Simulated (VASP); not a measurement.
# GaN (Fm-3m) in VASP: a series of runs

Runs on GaN. Level: LDA. Tasks: single point.

Everything below comes from runs of VASP 6.6.1. Logs are shortened: lines on timing, memory, paths and dates and some standing lists are left out, and cuts for length are marked.

**1. The cell of the first run**

It takes space group Fm-3m (No. 225, cubic). Conventional cell: a = 4.313 Å, b = 4.313 Å, c = 4.313 Å, α = 90.00°, β = 90.00°, γ = 90.00°. Ga (site symmetry m-3m) has 6 N at 2.16 Å within 2.9 Å. N (site symmetry m-3m) has 6 Ga at 2.16 Å within 2.9 Å.

**2. Single point, LDA**

File INCAR:

```
SYSTEM = GaN
PREC = Accurate
ENCUT = 600
EDIFF = 1E-6
ISMEAR = 1
SIGMA = 0.05
LREAL = .False.
LASPH = .True.
NELM = 120
ALGO = Normal
ISIF = 2
LWAVE = .False.
LCHARG = .True.
LELF = .True.
LVHAR = .True.
NBANDS = 16
GGA_COMPAT = .False.
```

File KPOINTS:

```
Automatic mesh
0
Gamma
  7 7 7
  0 0 0
```

File POSCAR:

```
GaN
1.0
    0.0000000000      2.1563773156      2.1563773156
    2.1563773156      0.0000000000      2.1563773156
    2.1563773156      2.1563773156      0.0000000000
Ga N
1 1
Direct
    0.0000000000      0.0000000000      0.0000000000
    0.5000000000      0.5000000000      0.5000000000
```

Potentials or basis: VASP PAW LDA potentials, release 64 (Ga_d, N).

The run is started by

```sh
> cat potpaw_LDA.64/Ga_d/POTCAR potpaw_LDA.64/N/POTCAR > POTCAR
> mpirun -np 1 vasp_std > vasp.out
```

OUTCAR:

```text
SYSTEM = GaN
   PREC = Accurate
   ENCUT = 600
   EDIFF = 1E-6
   ISMEAR = 1
   LREAL = .False.
   LASPH = .True.
   NELM = 120
   ISIF = 2

 ion  position               nearest neighbor table
   1  0.000  0.000  0.000-   2 2.16   2 2.16   2 2.16   2 2.16   2 2.16   2 2.16
   2  0.500  0.500  0.500-   1 2.16   1 2.16   1 2.16   1 2.16   1 2.16   1 2.16

  LATTYP: Found a face centered cubic cell.
 ALAT       =     4.3127546312

  Lattice vectors:

 A1 = (   0.0000000000,   2.1563773156,   2.1563773156)
 A2 = (   2.1563773156,   0.0000000000,   2.1563773156)
 A3 = (   2.1563773156,   2.1563773156,   0.0000000000)

Analysis of symmetry for initial positions (statically):
=====================================================================
 Subroutine PRICEL returns:
 Original cell was already a primitive cell.

 Routine SETGRP: Setting up the symmetry group for a
 face centered cubic supercell.

 Subroutine GETGRP returns: Found 48 space group operations
 (whereof 48 operations were pure point group operations)
 out of a pool of 48 trial point group operations.

The static configuration has the point symmetry O_h .

Analysis of symmetry for dynamics (positions and initial velocities):
=====================================================================
 Subroutine PRICEL returns:
 Original cell was already a primitive cell.

 Routine SETGRP: Setting up the symmetry group for a
 face centered cubic supercell.

 Subroutine GETGRP returns: Found 48 space group operations
 (whereof 48 operations were pure point group operations)
 out of a pool of 48 trial point group operations.

The dynamic configuration has the point symmetry O_h .

 Subroutine INISYM returns: Found 48 space group operations
 (whereof 48 operations are pure point group operations),
 and found     1 'primitive' translations

----------------------------------------------------------------------------------------

                                     Primitive cell

  volume of cell :      20.0542

  direct lattice vectors                    reciprocal lattice vectors
     0.000000000  2.156377316  2.156377316    -0.231870367  0.231870367  0.231870367
     2.156377316  0.000000000  2.156377316     0.231870367 -0.231870367  0.231870367
     2.156377316  2.156377316  0.000000000     0.231870367  0.231870367 -0.231870367

  length of vectors
     3.049578045  3.049578045  3.049578045     0.401611257  0.401611257  0.401611257

  position of ions in fractional coordinates (direct lattice)
     0.000000000  0.000000000  0.000000000
     0.500000000  0.500000000  0.500000000

  ion indices of the primitive-cell ions
   primitive index   ion index
                 1           1
                 2           2

----------------------------------------------------------------------------------------

 KPOINTS: Automatic mesh

Automatic generation of k-mesh.
 Grid dimensions read from file:
 generate k-points for:    7    7    7

 Generating k-lattice:

  Cartesian coordinates                     Fractional coordinates (reciprocal lattice)
    -0.033124338  0.033124338  0.033124338     0.142857143  0.000000000  0.000000000
     0.033124338 -0.033124338  0.033124338     0.000000000  0.142857143  0.000000000
     0.033124338  0.033124338 -0.033124338     0.000000000  0.000000000  0.142857143

  Length of vectors
     0.057373037  0.057373037  0.057373037

  Shift w.r.t. Gamma in fractional coordinates (k-lattice)
     0.000000000  0.000000000  0.000000000

 Subroutine IBZKPT returns following result:
 ===========================================

 Found     20 irreducible k-points:

 Following reciprocal coordinates:
            Coordinates               Weight
  0.000000  0.000000  0.000000      1.000000
  0.142857  0.000000  0.000000      8.000000
  0.285714  0.000000  0.000000      8.000000
  0.428571  0.000000  0.000000      8.000000
  0.142857  0.142857  0.000000      6.000000
  0.285714  0.142857  0.000000     24.000000
[... 12 lines left out ...]
 -0.428571  0.428571  0.142857     24.000000
 -0.285714  0.428571  0.142857     24.000000
   k-points           NKPTS =     20   k-points in BZ     NKDIM =     20   number of bands    NBANDS=     16
   number of dos      NEDOS =    301   number of ions     NIONS =      2
   total plane-waves  NPLWV =  13824
   dimension x,y,z NGX =    24 NGY =   24 NGZ =   24
   dimension x,y,z NGXF=    48 NGYF=   48 NGZF=   48
   ions per type =               1   1
   NGX,Y,Z   is equivalent  to a cutoff of  13.08, 13.08, 13.08 a.u.
   NGXF,Y,Z  is equivalent  to a cutoff of  26.17, 26.17, 26.17 a.u.
 SYSTEM =  GaN
   PREC   = accura    normal or accurate (medium, high low for compatibility)
   ISTART =      0    job   : 0-new  1-cont  2-samecut
   ICHARG =      2    charge: 1-file 2-atom 10-const
   ISPIN  =      1    spin polarized calculation?
   LNONCOLLINEAR =      F non collinear calculations
   LSORBIT =      F    spin-orbit coupling
   LASPH  =      T    aspherical Exc in radial PAW
   ENCUT  =  600.0 eV  44.10 Ry    6.64 a.u.   6.09  6.09  6.09*2*pi/ulx,y,z
   NELM   =    120;   NELMIN=  2; NELMDL= -5     # of ELM steps
   EDIFF  = 0.1E-05   stopping-criterion for ELM
   LREAL  =      F    real-space projection
   EDIFFG = 0.1E-04   stopping-criterion for IOM
   NSW    =      0    number of steps for IOM
   IBRION =     -1    ionic relax: 0-MD 1-quasi-New 2-CG
   NFREE  =      0    steps in history (QN), initial steepest desc. (CG)
   ISIF   =      2    stress and relaxation
   ISYM   =      2    0-nonsym 1-usesym 2-fastsym
   POTIM  = 0.5000    time-step for ionic-motion
   TEBEG  =    0.0;   TEEND  =   0.0 temperature during run
   PSTRESS=    0.0 pullay stress
   NELECT =      18.0000    total number of electrons
   NUPDOWN=      -1.0000    fix difference up-down
   EMIN   =  10.00;   EMAX   =-10.00  energy-range for DOS
   EFERMI =   0.00;   METHOD = LEGACY
   ISMEAR =     1;   SIGMA  =   0.05  broadening in eV -4-tet -1-fermi 0-gaus
   EFERMI_NEDOS =   21; number of points for ismear=-14 and -15
   IALGO  =     38    algorithm
   IMIX   =      4    mixing-type and parameters
     AMIX     =   0.40;   BMIX     =  1.00
     AMIX_MAG =   1.60;   BMIX_MAG =  1.00
  volume/ion in A,a.u.               =      10.03        67.67
  Fermi-wavevector in a.u.,A,eV,Ry     =   1.579177  2.984213 33.930225  2.493801
  Thomas-Fermi vector in A             =   2.679596
   LORBIT       =      0    0 simple, 1 ext, 2 COOP (PROOUT), +10 PAW based schemes
   GGA     = CA    functional components
   LHFCALC =     F    Hartree Fock is set to
   AEXX    =    0.0000 exact exchange contribution
   IVDW    =     0    specifies the selected vdW correction
   LEPSILON=     F    determine dielectric tensor
   LRPA    =     F    only Hartree local field effects (RPA)
 non-spin polarized calculation
 Methfessel and Paxton  Order N= 1 SIGMA  =   0.05
  energy-cutoff  :      600.00
  volume of cell :       20.05
 maximum number of plane-waves:       677
   NGX = 13   NGY = 13   NGZ = 13

 number of electron      17.9999993 magnetization

 Free energy of the ion-electron system (eV)
  ---------------------------------------------------
  ext. energy  EPLUGINS =         0.00000000
  ---------------------------------------------------
  free energy    TOTEN  =       -12.97786762 eV

  energy without entropy =      -12.97812802  energy(sigma->0) =      -12.97795442

 E-fermi :   6.9370     XC(G=0): -13.1356

 val. band max:        6.9014176309   @ k =  -0.1429   0.1429   0.0000
 cond. band min:       7.3523146626   @ k =   0.4286   0.4286   0.0000
 fundamental gap:      0.4508970317
 Fermi energy:         6.9369931510

 k-point     1 :       0.0000    0.0000    0.0000
  band No.  band energies     occupation
      1      -9.6715      2.00000
      2      -7.1892      2.00000
      3      -7.1892      2.00000
      4      -7.1892      2.00000
      5      -7.1062      2.00000
      6      -7.1062      2.00000
[... 8 lines left out ...]
     15      21.6175      0.00000
     16      21.6175      0.00000

 k-point     2 :       0.1429    0.0000    0.0000
  band No.  band energies     occupation
      1      -9.2956      2.00000
      2      -7.1998      2.00000
      3      -7.1803      2.00000
      4      -7.1803      2.00000
      5      -7.1179      2.00000
      6      -7.1179      2.00000
[... 8 lines left out ...]
     15      22.6289      0.00000
     16      22.6289      0.00000

 k-point     3 :       0.2857    0.0000    0.0000
  band No.  band energies     occupation
      1      -8.2684      2.00000
      2      -7.2413      2.00000
      3      -7.2413      2.00000
      4      -7.2105      2.00000
      5      -7.0619      2.00000
      6      -7.0619      2.00000
[... 8 lines left out ...]
     15      24.8303      0.00000
     16      24.8303      0.00000

 k-point     4 :       0.4286    0.0000    0.0000
  band No.  band energies     occupation
      1      -7.3711      2.00000
      2      -7.3028      2.00000
      3      -7.3028      2.00000
      4      -7.0028      2.00000
      5      -7.0028      2.00000
      6      -6.8920      2.00000
[... 8 lines left out ...]
     15      27.9941      0.00000
     16      27.9941      0.00000
[... 248 lines left out ...]
 k-point    18 :      -0.4286    0.2857    0.1429
  band No.  band energies     occupation
      1      -8.0420      2.00000
      2      -7.2487      2.00000
      3      -7.1930      2.00000
      4      -7.1306      2.00000
      5      -6.9956      2.00000
      6      -5.3403      2.00000
[... 8 lines left out ...]
     15      26.2051      0.00000
     16      30.0964      0.00000

 k-point    19 :      -0.4286    0.4286    0.1429
  band No.  band energies     occupation
      1      -8.3372      2.00000
      2      -7.2802      2.00000
      3      -7.1124      2.00000
      4      -7.0393      2.00000
      5      -6.9631      2.00000
      6      -4.5676      2.00000
[... 8 lines left out ...]
     15      28.8622      0.00000
     16      33.6308      0.00000

 k-point    20 :      -0.2857    0.4286    0.1429
  band No.  band energies     occupation
      1      -8.2182      2.00000
      2      -7.2241      2.00000
      3      -7.1547      2.00000
      4      -7.1342      2.00000
      5      -6.9634      2.00000
      6      -4.4109      2.00000
[... 8 lines left out ...]
     15      25.9520      0.00000
     16      33.4870      0.00000

------------------------ aborting loop because EDIFF is reached ----------------------------------------

  FORCE on cell =-STRESS in cart. coord.  units (eV):
  Direction    XX          YY          ZZ          XY          YZ          ZX
  --------------------------------------------------------------------------------------
  -------------------------------------------------------------------------------------
  Total       -2.2327947     -2.2327947     -2.2327947      0.0000000     -0.0000000     -0.0000000
  in kB     -178.3836814   -178.3836814   -178.3836814      0.0000000     -0.0000000     -0.0000000
  external PRESSURE =    -178.3836814 kB  Pullay stress =       0.0000000 kB

 VOLUME and BASIS-vectors are now :
 -----------------------------------------------------------------------------
  energy-cutoff  :      600.00
  volume of cell :       20.05
      direct lattice vectors                 reciprocal lattice vectors
     0.000000000  2.156377316  2.156377316    -0.231870367  0.231870367  0.231870367
     2.156377316  0.000000000  2.156377316     0.231870367 -0.231870367  0.231870367
     2.156377316  2.156377316  0.000000000     0.231870367  0.231870367 -0.231870367

 POSITION                                       TOTAL-FORCE (eV/Angst)
 -----------------------------------------------------------------------------------
      0.00000      0.00000      0.00000        -0.000000     -0.000000      0.000000
      2.15638      2.15638      2.15638         0.000000      0.000000     -0.000000
 -----------------------------------------------------------------------------------
    total drift:                                0.000000     -0.000000     -0.000000

  FREE ENERGIE OF THE ION-ELECTRON SYSTEM (eV)
  ---------------------------------------------------
  free  energy   TOTEN  =       -12.9778676199 eV

  energy  without entropy=      -12.9781280168  energy(sigma->0) =      -12.97795442
```

It took 12 s on 1 thread of Intel Xeon 8259CL, shared host; peak memory 0.13 GiB.

Results:

```yaml
Free_energy: -12.9779 eV
Pressure: -17.8 GPa
Band_gap_on_the_k_mesh: 0.45 eV, indirect (least direct gap 2.09 eV)
```

**3. Single point, LDA**

This run uses another cell than the first one, of 10.32 Å³/atom, 1.029 times its volume.

File INCAR:

```
SYSTEM = GaN
PREC = Accurate
ENCUT = 600
EDIFF = 1E-6
ISMEAR = 1
SIGMA = 0.0356
LREAL = .FALSE.
LASPH = .TRUE.
NELM = 120
ALGO = Normal
ISIF = 2
LWAVE = .FALSE.
LCHARG = .FALSE.
NBANDS = 16
GGA_COMPAT = .FALSE.
```

File KPOINTS:

```
Automatic mesh
0
G
  7 7 7
  0 0 0
```

File POSCAR:

```
GaN
1.0
    0.0000000000      2.1771129849      2.1771129849
    2.1771129849      0.0000000000      2.1771129849
    2.1771129849      2.1771129849      0.0000000000
Ga N
1 1
Direct
    0.0000000000      0.0000000000      0.0000000000
    0.5000000000      0.5000000000      0.5000000000
```

Potentials or basis: VASP PAW LDA potentials, release 64 (Ga_d, N).

The run is started by

```sh
> cat potpaw_LDA.64/Ga_d/POTCAR potpaw_LDA.64/N/POTCAR > POTCAR
> mpirun -np 1 vasp_std > vasp.out
```

It took 17 s on 1 thread of Intel Xeon 8259CL, shared host; peak memory 0.14 GiB.

It converged, with:

```
Free energy            : -12.9050 eV
Pressure               : -22.3 GPa
Band gap on the k mesh : 0.28 eV, indirect (least direct gap 1.76 eV)
```

Levels at points of the mesh, in eV from the valence-band top:
```
           k point  band 5  band 6  band 7  band 8  band 9  band 10  band 11  band 12  band 13  band 14
(0.00, 0.00, 0.00)  -14.03  -14.03   -0.41   -0.41   -0.41     1.35    14.17    14.17    14.17    14.33
```

A k mesh can miss the band edges.
